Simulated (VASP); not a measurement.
A run of VASP 6.6.1 is set up as follows.

Contents of INCAR:

```
PREC     = Accurate       # precision mode
ENCUT    = 600            # plane-wave cutoff, eV
EDIFF    = 1E-6           # SCF threshold, eV
ISMEAR   = 0              # smearing method
SIGMA    = 0.1            # smearing width, eV
LREAL    = F              # projectors in reciprocal space
LASPH    = T              # aspherical terms in the spheres
NELM     = 80             # most SCF steps
ALGO     = Normal         # electronic algorithm
ISIF     = 3              # what is computed and relaxed
LWAVE    = F              # write WAVECAR
LCHARG   = F              # write CHGCAR
GGA      = PE             # functional
IBRION   = 2              # ionic algorithm
NSW      = 90             # ionic steps
EDIFFG   = -0.04          # ionic threshold
```

The input KPOINTS:

```
regular mesh
0
Gamma
  4 4 4
```

File POSCAR:

```
NdS5
1.0
    0.0000000000      4.0970519400      4.0970519400
    4.0970519400      0.0000000000      4.0970519400
    4.0970519400      4.0970519400      0.0000000000
Nd S
1 5
Direct
    0.0000000000      0.0000000000      0.0000000000
    0.2500000000      0.2500000000      0.2500000000
    0.6237722100      0.1286833600      0.6237722100
    0.6237722100      0.6237722100      0.1286833600
    0.6237722100      0.6237722100      0.6237722100
    0.1286833600      0.6237722100      0.6237722100
```

Potentials or basis: VASP PAW PBE potentials, release 64 (Nd, S).

Launch:

```sh
$ cat potpaw_PBE.64/Nd/POTCAR potpaw_PBE.64/S/POTCAR > POTCAR
$ mpirun -np 1 vasp_std > vasp.out
```

(1) What does it give for the relaxed volume?

(2) Predict the relaxed cell.

(3) Predict the space group after relaxing (to 0.05 Å).

Answers

(1) 17.36 Å³/atom.

(2) a = 5.281 Å, b = 5.281 Å, c = 5.281 Å, α = 60.00°, β = 60.00°, γ = 60.00°.

(3) F-43m (No. 216).

Caveat: the electronic state changed during the relaxation; the volume moved by over 15 % at a fixed basis, so the end points are rough; the run has no spin polarisation, though such a crystal can be magnetic; without U or exact exchange the open f shell lies at the Fermi level, which spoils levels, moments and volumes.
